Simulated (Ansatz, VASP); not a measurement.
# Zn in VASP and in Ansatz

```
Zn
1.0
    -1.48417    1.53007    1.51477
     1.48417   -1.53007    1.51477
     1.48417    1.53007   -1.51477
Zn
1
Cartesian
  0.0000 0.0000 0.0000
```

Change from the starting cell: normal strain along x -0.0300, normal strain along z -0.0100.

Alike in both runs: task single point; functional PBEsol; k mesh 20 × 20 × 20; occupations gaussian, width 0.15 eV; no spin polarisation.

|  | VASP | Ansatz |
| --- | --- | --- |
| version | VASP 6.6.1 | Ansatz 0.2.0 |
| potentials or method | VASP PAW PBE potentials, release 64 (Zn), cutoff 520 eV | scalar-relativistic, plane waves, PAW |
| valence electrons in the cell | 12 | 12 |

Ansatz gave:

| Property | Result |
| --- | --- |
| gap on the k mesh at the Fermi level (eV) | none |
| pressure (GPa) | 3.5 |
| traceless stress, the component that is largest in VASP (GPa) | -0.73 |

Problem. What did VASP give for the same quantities?

Solution. gap on the k mesh at the Fermi level (eV): none; pressure (GPa): 4.0; traceless stress, the component that is largest in VASP (GPa): -0.71.

VASP's potentials were made for PBE, not for PBEsol. A gap of «none» marks a metal or a gap that the smearing closes.
